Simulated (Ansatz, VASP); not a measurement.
## One calculation of SnO2, two programs

Contents of INCAR:

```
PREC     = Accurate       # precision mode
ENCUT    = 520            # plane-wave cutoff, eV
EDIFF    = 1E-6           # SCF threshold, eV
ISMEAR   = 0              # smearing method
SIGMA    = 0.05           # smearing width, eV
LREAL    = False          # projectors in reciprocal space
LASPH    = True           # aspherical terms in the spheres
NELM     = 80             # most SCF steps
ALGO     = Normal         # electronic algorithm
ISIF     = 2              # what is computed and relaxed
LWAVE    = False          # write WAVECAR
LCHARG   = False          # write CHGCAR
GGA      = CA             # functional
NBANDS   = 35             # bands
```

File KPOINTS:

```
regular mesh
0
Gamma
  6 6 8
```

POSCAR

```
SnO2
1.0
    4.7767255581      0.0000000000      0.0000000000
    0.0000000000      4.7773123567      0.0000000000
    0.0000000000      0.0000000000      3.2271818729
Sn O
2 4
Direct
    0.5000000000      0.5000000000      0.5000000000
    0.0000000000      0.0000000000      0.0000000000
    0.3059833077      0.3191552360      0.0000000000
    0.8059833077      0.1808447640      0.5000000000
    0.1940166923      0.8191552360      0.5000000000
    0.6940166923      0.6808447640      0.0000000000
```

Input for Ansatz:

```yaml
crystal:
  lattice:
    - [4.7767255581, 0.0, 0.0]
    - [0.0, 4.7773123567, 0.0]
    - [0.0, 0.0, 3.2271818729]
  atoms:
    - { symbol: Sn, position: [0.5, 0.5, 0.5] }
    - { symbol: Sn, position: [0.0, 0.0, 0.0] }
    - { symbol: O, position: [0.3059833077, 0.319155236, 0.0] }
    - { symbol: O, position: [0.8059833077, 0.180844764, 0.5] }
    - { symbol: O, position: [0.1940166923, 0.819155236, 0.5] }
    - { symbol: O, position: [0.6940166923, 0.680844764, 0.0] }
basis:
  ecutwfc: 520.0
kpoints:
  mp_grid: { grid: [6, 6, 8] }
hamiltonian:
  xc: lda
scf:
  occupations: { method: gaussian, width: 0.05 }
output:
  forces: true
  stress: true
  eigenvalues: true
```

Alike in both runs: task single point; functional LDA; k mesh 6 × 6 × 8; occupations gaussian, width 0.05 eV; no spin polarisation.

```csv
,VASP,Ansatz
version,VASP 6.6.1,Ansatz 0.2.0
potentials or method,"VASP PAW LDA potentials, release 64 (Sn_d, O), cutoff 520 eV","scalar-relativistic, plane waves, PAW"
valence electrons in the cell,52,52
```

|  | VASP | Ansatz | Ansatz less VASP |
| --- | --- | --- | --- |
| gap on the k mesh at the Fermi level (eV) | 0.94 | 0.91 | -0.030 |
| least direct gap on the mesh (eV) | 0.94 | 0.91 | -0.030 |
| pressure (GPa) | -4.3 | -5.2 | -0.94 |
| traceless stress, the component that is largest in VASP (GPa) | 0.14 | 0.35 | +0.210 |
| rms of the force components (eV/Å) | 0.401 | 0.383 | -0.0182 |

LDA's correlation is that of Perdew and Zunger in VASP and of Perdew and Wang (1992) in Ansatz. Atom by atom the forces differ by 0.018 eV/Å (rms over components).
